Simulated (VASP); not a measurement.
# CdSe (Pm-3m) in VASP: notebook

The runs below take CdSe through single point, with PBEsol, HSE06, PBE-based screened hybrid with 20 % exact exchange, PBE-based global hybrid with 40 % exact exchange, PBE-based screened hybrid with 50 % exact exchange.

All numbers are computed with VASP 6.6.1; they aren't measurements. Logs are shortened: lines on timing, memory, paths and dates and some standing lists are left out, and cuts for length are marked.

## 1. The cell of the first run

Symmetry: Pm-3m, No. 221, cubic system. Conventional cell: a = 3.533 Å, b = 3.533 Å, c = 3.533 Å, α = 90.00°, β = 90.00°, γ = 90.00°. Within 4.0 Å of Cd (site symmetry m-3m) lie 8 Se at 3.06 Å and 6 Cd at 3.53 Å. Within 4.0 Å of Se (site symmetry m-3m) lie 8 Cd at 3.06 Å and 6 Se at 3.53 Å.

## 2. Single point, PBEsol

File INCAR:

```
SYSTEM = CdSe
  ALGO = Normal
  EDIFF = 1E-6
  ENCUT = 520
  GGA = PS
  ISIF = 2
  ISMEAR = -1
  LASPH = .TRUE.
  LCHARG = .FALSE.
  LREAL = .FALSE.
  LWAVE = .FALSE.
  NBANDS = 16
  NELM = 60
  PREC = Accurate
  SIGMA = 0.02
```

File KPOINTS:

```
k-points
0
G
  6 6 6
  0 0 0
```

File POSCAR:

```
CdSe
1.0
    3.5331017334      0.0000000000      0.0000000000
    0.0000000000      3.5331017334      0.0000000000
    0.0000000000      0.0000000000      3.5331017334
Cd Se
1 1
Direct
    0.0000000000      0.0000000000      0.0000000000
    0.5000000000      0.5000000000      0.5000000000
```

Potentials or basis: VASP PAW PBE potentials, release 64 (Cd, Se).

Run with:

```bash
$ cat potpaw_PBE.64/Cd/POTCAR potpaw_PBE.64/Se/POTCAR > POTCAR
$ mpirun -np 1 vasp_std > vasp.out
```

OUTCAR:

```text
SYSTEM = CdSe
   EDIFF = 1E-6
   ENCUT = 520
   GGA = PS
   ISIF = 2
   ISMEAR = -1
   LASPH = .TRUE.
   LREAL = .FALSE.
   NELM = 60
   PREC = Accurate

 ion  position               nearest neighbor table
   1  0.000  0.000  0.000-   2 3.06   2 3.06   2 3.06   2 3.06   2 3.06   2 3.06   2 3.06   2 3.06

   2  0.500  0.500  0.500-   1 3.06   1 3.06   1 3.06   1 3.06   1 3.06   1 3.06   1 3.06   1 3.06

  LATTYP: Found a simple cubic cell.
 ALAT       =     3.5331017334

  Lattice vectors:

 A1 = (   3.5331017334,   0.0000000000,   0.0000000000)
 A2 = (   0.0000000000,   3.5331017334,   0.0000000000)
 A3 = (   0.0000000000,   0.0000000000,   3.5331017334)

Analysis of symmetry for initial positions (statically):
=====================================================================
 Subroutine PRICEL returns:
 Original cell was already a primitive cell.

 Routine SETGRP: Setting up the symmetry group for a
 simple cubic supercell.

 Subroutine GETGRP returns: Found 48 space group operations
 (whereof 48 operations were pure point group operations)
 out of a pool of 48 trial point group operations.

The static configuration has the point symmetry O_h .

Analysis of symmetry for dynamics (positions and initial velocities):
=====================================================================
 Subroutine PRICEL returns:
 Original cell was already a primitive cell.

 Routine SETGRP: Setting up the symmetry group for a
 simple cubic supercell.

 Subroutine GETGRP returns: Found 48 space group operations
 (whereof 48 operations were pure point group operations)
 out of a pool of 48 trial point group operations.

The dynamic configuration has the point symmetry O_h .

 Subroutine INISYM returns: Found 48 space group operations
 (whereof 48 operations are pure point group operations),
 and found     1 'primitive' translations

----------------------------------------------------------------------------------------

                                     Primitive cell

  volume of cell :      44.1030

  direct lattice vectors                    reciprocal lattice vectors
     3.533101733  0.000000000  0.000000000     0.283037420  0.000000000  0.000000000
     0.000000000  3.533101733  0.000000000     0.000000000  0.283037420  0.000000000
     0.000000000  0.000000000  3.533101733     0.000000000  0.000000000  0.283037420

  length of vectors
[... 76 lines left out ...]
   NELM   =     60;   NELMIN=  2; NELMDL= -5     # of ELM steps
   EDIFF  = 0.1E-05   stopping-criterion for ELM
   LREAL  =      F    real-space projection
   EDIFFG = 0.1E-04   stopping-criterion for IOM
   NSW    =      0    number of steps for IOM
   IBRION =     -1    ionic relax: 0-MD 1-quasi-New 2-CG
   NFREE  =      0    steps in history (QN), initial steepest desc. (CG)
   ISIF   =      2    stress and relaxation
   ISYM   =      2    0-nonsym 1-usesym 2-fastsym
   POTIM  = 0.5000    time-step for ionic-motion
   TEBEG  =    0.0;   TEEND  =   0.0 temperature during run
   PSTRESS=    0.0 pullay stress
   NELECT =      18.0000    total number of electrons
   NUPDOWN=      -1.0000    fix difference up-down
   EMIN   =  10.00;   EMAX   =-10.00  energy-range for DOS
   EFERMI =   0.00;   METHOD = LEGACY
   ISMEAR =    -1;   SIGMA  =   0.02  broadening in eV -4-tet -1-fermi 0-gaus
   EFERMI_NEDOS =   21; number of points for ismear=-14 and -15
   IALGO  =     38    algorithm
   IMIX   =      4    mixing-type and parameters
     AMIX     =   0.40;   BMIX     =  1.00
     AMIX_MAG =   1.60;   BMIX_MAG =  1.00
  volume/ion in A,a.u.               =      22.05       148.81
  Fermi-wavevector in a.u.,A,eV,Ry     =   1.214347  2.294783 20.063682  1.474639
  Thomas-Fermi vector in A             =   2.349770
   LORBIT       =      0    0 simple, 1 ext, 2 COOP (PROOUT), +10 PAW based schemes
   GGA     = PS    functional components
   LHFCALC =     F    Hartree Fock is set to
   AEXX    =    0.0000 exact exchange contribution
   IVDW    =     0    specifies the selected vdW correction
   LEPSILON=     F    determine dielectric tensor
   LRPA    =     F    only Hartree local field effects (RPA)
 non-spin polarized calculation
  energy-cutoff  :      520.00
  volume of cell :       44.10
 maximum number of plane-waves:      1213
 NGX is ok and might be reduce to    28
   NGX = 13   NGY = 13   NGZ = 13

 number of electron      17.9999995 magnetization

 Free energy of the ion-electron system (eV)
  ---------------------------------------------------
  ext. energy  EPLUGINS =         0.00000000
  ---------------------------------------------------
  free energy    TOTEN  =        -5.07513578 eV

  energy without entropy =       -5.07003164  energy(sigma->0) =       -5.07258371

 E-fermi :   3.3535     XC(G=0): -10.6740

 val. band max:        3.3342715179   @ k =   0.3333   0.3333   0.0000
 cond. band min:       3.3663000544   @ k =   0.5000   0.0000   0.0000
 fundamental gap:      0.0320285365
 Fermi energy:         3.3535282150

 k-point     1 :       0.0000    0.0000    0.0000
  band No.  band energies     occupation
      1     -10.4457      2.00000
      2      -5.3860      2.00000
      3      -5.3860      2.00000
      4      -4.9388      2.00000
      5      -4.9388      2.00000
      6      -4.9388      2.00000
[... 357 lines left out ...]
      3      -5.5226      2.00000
      4      -5.5226      2.00000
      5      -4.7601      2.00000
      6      -4.7601      2.00000
[... 8 lines left out ...]
     15      20.2254      0.00000
     16      20.2254      0.00000

------------------------ aborting loop because EDIFF is reached ----------------------------------------

  FORCE on cell =-STRESS in cart. coord.  units (eV):
  Direction    XX          YY          ZZ          XY          YZ          ZX
  --------------------------------------------------------------------------------------
  -------------------------------------------------------------------------------------
  Total       -0.6928543     -0.6928543     -0.6928543     -0.0000000      0.0000000     -0.0000000
  in kB      -25.1700494    -25.1700494    -25.1700494     -0.0000000      0.0000000     -0.0000000
  external PRESSURE =     -25.1700494 kB  Pullay stress =       0.0000000 kB

 VOLUME and BASIS-vectors are now :
 -----------------------------------------------------------------------------
  energy-cutoff  :      520.00
  volume of cell :       44.10
      direct lattice vectors                 reciprocal lattice vectors
     3.533101733  0.000000000  0.000000000     0.283037420  0.000000000  0.000000000
     0.000000000  3.533101733  0.000000000     0.000000000  0.283037420  0.000000000
     0.000000000  0.000000000  3.533101733     0.000000000  0.000000000  0.283037420

 POSITION                                       TOTAL-FORCE (eV/Angst)
 -----------------------------------------------------------------------------------
      0.00000      0.00000      0.00000         0.000000      0.000000      0.000000
      1.76655      1.76655      1.76655         0.000000      0.000000      0.000000
 -----------------------------------------------------------------------------------
    total drift:                               -0.000000      0.000000      0.000000

  FREE ENERGIE OF THE ION-ELECTRON SYSTEM (eV)
  ---------------------------------------------------
  free  energy   TOTEN  =        -5.0751357825 eV

  energy  without entropy=       -5.0700316449  energy(sigma->0) =       -5.07258371
```

OSZICAR:

```text
N       E                     dE             d eps       ncg     rms          rms(c)
DAV:   1     0.976778305911E+02    0.97678E+02   -0.91533E+03   672   0.104E+03
DAV:   2    -0.237349263685E+01   -0.10005E+03   -0.94023E+02   800   0.245E+02
DAV:   3    -0.558249328972E+01   -0.32090E+01   -0.32019E+01   760   0.442E+01
DAV:   4    -0.559037981291E+01   -0.78865E-02   -0.78863E-02   800   0.223E+00
DAV:   5    -0.559040702982E+01   -0.27217E-04   -0.27217E-04   776   0.119E-01    0.477E+00
DAV:   6    -0.508651044472E+01    0.50390E+00   -0.89722E-01   704   0.108E+01    0.431E+00
DAV:   7    -0.508041295360E+01    0.60975E-02   -0.66205E-02   712   0.221E+00    0.222E+00
DAV:   8    -0.507696451759E+01    0.34484E-02   -0.11698E-02   672   0.109E+00    0.324E-01
DAV:   9    -0.507536113872E+01    0.16034E-02   -0.32318E-03   736   0.633E-01    0.109E-01
DAV:  10    -0.507512353423E+01    0.23760E-03   -0.35511E-04   672   0.224E-01    0.430E-02
DAV:  11    -0.507516091449E+01   -0.37380E-04   -0.61803E-05   728   0.545E-02    0.277E-02
DAV:  12    -0.507513656685E+01    0.24348E-04   -0.12690E-05   696   0.301E-02    0.546E-03
DAV:  13    -0.507513578253E+01    0.78432E-06   -0.26712E-06   704   0.102E-02
   1 F= -.50751358E+01 E0= -.50725837E+01  d E =-.510414E-02
```

Run time: 5.8 s. Hardware: 1 thread of Intel Xeon 6975P-C (Granite Rapids), shared host; peak memory 0.16 GiB.

What came out:

* Free energy: -5.0751 eV
* Pressure: -2.5 GPa
* Band gap on the k mesh: zero (bands 9 and 10 overlap by 1.31 eV)

Caveat: the structure was generated, so it needn't be the stable form of CdSe; the PAW data sets were made with another functional, which shifts forces and pressure a little.

## 3. Single point, HSE06

POSCAR is that of step 2.

File INCAR.step1:

```
SYSTEM = CdSe
PREC = Accurate
ENCUT = 520
EDIFF = 1E-5
ISMEAR = -1
SIGMA = 0.02
LREAL = .False.
LASPH = .True.
NELM = 100
ALGO = Normal
ISIF = 2
LWAVE = .True.
GGA = PE
NBANDS = 16
```

File INCAR.step2:

```
SYSTEM = CdSe
PREC = Accurate
ENCUT = 520
EDIFF = 1E-7
ISMEAR = -1
SIGMA = 0.02
LREAL = .False.
LASPH = .True.
NELM = 100
ALGO = Normal
ISIF = 2
LWAVE = .False.
LCHARG = .True.
GGA = PE
LHFCALC = .True.
HFSCREEN = 0.2079
PRECFOCK = Normal
LELF = .True.
LVHAR = .True.
ISTART = 1
NBANDS = 16
```

File KPOINTS:

```
Automatic mesh
0
Gamma
  4 4 4
  0 0 0
```

Potentials or basis: VASP PAW PBE potentials, release 64 (Cd, Se).

Run with:

```bash
$ cat potpaw_PBE.64/Cd/POTCAR potpaw_PBE.64/Se/POTCAR > POTCAR
$ cp INCAR.step1 INCAR
$ mpirun -np 1 vasp_std > vasp.out
$ cp INCAR.step2 INCAR
$ mpirun -np 1 vasp_std > vasp.out
```

Run time: 3.2 min. Hardware: 1 thread of Intel Xeon 6975P-C (Granite Rapids), shared host; peak memory 0.27 GiB.

Results (log left out):

```
Free energy            : -5.4382 eV
Pressure               : -0.1 GPa
Band gap on the k mesh : zero (bands 9 and 10 overlap by 1.14 eV)
```

Levels at points of the mesh, in eV from the Fermi level:
```csv
k point,band 5,band 6,band 7,band 8,band 9,band 10,band 11,band 12,band 13,band 14
"(0.00, 0.00, 0.00)",-9.94,-9.94,-1.53,-1.53,-1.53,-1.14,6.69,6.69,11.93,11.93
"(0.50, 0.00, 0.00)",-10.15,-9.92,-6.84,-0.12,-0.12,3.35,4.96,7.40,7.40,7.67
"(0.50, 0.50, 0.00)",-9.76,-9.61,-5.08,-5.08,-1.22,0.15,8.15,8.15,8.88,11.25
"(0.50, 0.50, 0.50)",-9.75,-9.75,-2.69,-2.69,-2.69,1.80,1.80,1.80,2.51,18.26
```

Caveat: the k points lie up to 0.44 Å⁻¹ apart, too coarse for converged energies and pressures of a metal; the structure was generated, so it needn't be the stable form of CdSe; the PAW data sets were made with another functional, which shifts forces and pressure a little.

[end of part 1 of 2]

The gap in the log of VASP goes by the Fermi energy; the results here count the filled bands.